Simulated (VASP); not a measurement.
Crystal: TaVN2.

```xyz
4
Lattice="3.0499 0.0000 0.0000 0.0000 3.0499 0.0000 0.0000 0.0000 4.2961" Properties=species:S:1:pos:R:3 pbc="T T T"
Ta    0.0000    0.0000    0.0000
V     1.5249    1.5249    2.1480
N     1.5249    1.5249    0.0000
N     0.0000    0.0000    2.1480
```

Base run:

- Program: VASP 6.6.1
- Functional: PBEsol
- Potentials or basis: VASP PAW PBE potentials, release 64 (Ta_pv, V_sv, N)
- Cutoff: 520 eV
- k mesh: 9 × 9 × 6
- Occupations: fermi-dirac, width 0.05 eV
- Spin: collinear spin, ferromagnetic start
- Starting moments: [0.0, 3.5, 0.0, 0.0] μB

Its results: pressure -10.4 GPa; net moment 0.91 μB per cell.

Question: The run is repeated on the same cell with these changes: moments at the start from [0.0, 3.5, 0.0, 0.0] to [0.0, 1.46, 0.0, 0.0]. What comes out?

Answer: Pressure -11.8 GPa; net moment 0.00 μB per cell.

Caveats: the PAW data sets were made with another functional, which shifts forces and pressure a little.
